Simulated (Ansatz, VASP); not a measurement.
## CdMo in VASP and in Ansatz

```
Cd Mo
1.0
     3.28339    0.00000    0.00000
     0.00000    3.28339    0.00000
     0.00000    0.00000    3.28339
Cd Mo
1 1
Direct
  0.00000 0.00000 0.00000
  0.50000 0.50000 0.50000
```

Alike in both runs: functional PBE; k mesh 16 × 16 × 16; occupations gaussian, width 0.1 eV; no spin polarisation.

Ansatz relaxed the structure, and its values are those at the end. VASP's run is a single point on that final structure, the one shown.

|  | VASP | Ansatz |
| --- | --- | --- |
| version | VASP 6.6.1 | Ansatz 0.2.0 |
| potentials or method | VASP PAW PBE potentials, release 64 (Cd_sv_GW, Mo_sv), cutoff 630 eV | scalar-relativistic, plane waves, PAW |
| valence electrons in the cell | 34 | 34 |

|  | VASP | Ansatz | Ansatz less VASP |
| --- | --- | --- | --- |
| gap on the k mesh at the Fermi level (eV) | none | none | - |
| pressure (GPa) | 0.0 | 0.0 | +0.04 |

A gap of «none» marks a metal or a gap that the smearing closes. With one functional, cell and mesh, what is left measures potentials, basis and numerics.
